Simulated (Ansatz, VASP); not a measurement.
Two plane-wave programs on Ti

```
Ti
1.0
     0.00000    2.19240    2.03000
     2.19240    0.00000    2.03000
     2.19240    2.19240    0.00000
Ti
1
Cartesian
  0.0000 0.0000 0.0000
```

Change from the starting cell: strain +0.080 along x and y, +0.000 along z, atoms carried along.

Alike in both runs: task single point; functional r2SCAN; k mesh 20 × 20 × 20; occupations gaussian, width 0.15 eV; no spin polarisation.

```csv
,VASP,Ansatz
version,VASP 6.6.1,Ansatz 0.2.0
potentials or method,"VASP PAW PBE potentials, release 64 (Ti_sv), cutoff 520 eV","scalar-relativistic, plane waves, PAW"
valence electrons in the cell,12,12
```

|  | VASP | Ansatz | Ansatz less VASP |
| --- | --- | --- | --- |
| gap on the k mesh at the Fermi level (eV) | none | none | - |
| pressure (GPa) | -10.4 | -10.7 | -0.30 |
| traceless stress, the component that is largest in VASP (GPa) | 1.62 | 1.62 | +0.002 |

VASP's potentials were made for PBE, not for r2SCAN. A gap of «none» marks a metal or a gap that the smearing closes. The functional is the same, so the differences come from potentials, cutoffs and numerics.
